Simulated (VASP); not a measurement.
Wanted: the native input for a VASP 6.6.1 run.

```yaml
Task: single point
Functional: PBE
Potentials_or_basis: VASP PAW PBE potentials, release 64 (Si)
Cutoff: 500 eV
k_mesh: 8 × 8 × 8
Occupations: gaussian, width 0.02 eV
Spin: no spin polarisation
Dipole_correction: no
Further_INCAR_settings: ALGO = Normal; EDIFF = 1e-06; NBANDS = 11
```

The structure of Si lies in POSCAR:

```
Si
1.0
    0.0000000000      2.7347886927      2.7347886927
    2.7347886927      0.0000000000      2.7347886927
    2.7347886927      2.7347886927      0.0000000000
Si
2
Direct
    0.0000000000      0.0000000000      0.0000000000
    0.2500000000      0.2500000000      0.2500000000
```

These files were run (other wordings do the same):

INCAR

```
SYSTEM = Si
PREC = Accurate
ENCUT = 500
EDIFF = 1E-6
ISMEAR = 0
SIGMA = 0.02
LREAL = .False.
LASPH = .True.
NELM = 120
ALGO = Normal
ISIF = 2
LWAVE = .False.
LCHARG = .True.
GGA = PE
LELF = .True.
LVHAR = .True.
NBANDS = 11
GGA_COMPAT = .False.
```

KPOINTS

```
Automatic mesh
0
Gamma
  8 8 8
  0 0 0
```

Potentials or basis: VASP PAW PBE potentials, release 64 (Si).

Command:

```console
$ cat potpaw_PBE.64/Si/POTCAR > POTCAR
$ mpirun -np 1 vasp_std > vasp.out
```

It gave:

```yaml
Pressure: 0.0 GPa
Band_gap_on_the_k_mesh: 0.65 eV, indirect (least direct gap 2.56 eV)
```

Run time: 12 s on 1 thread of AMD EPYC 9R45 (Zen 5) (shared host), peak memory 0.11 GiB.
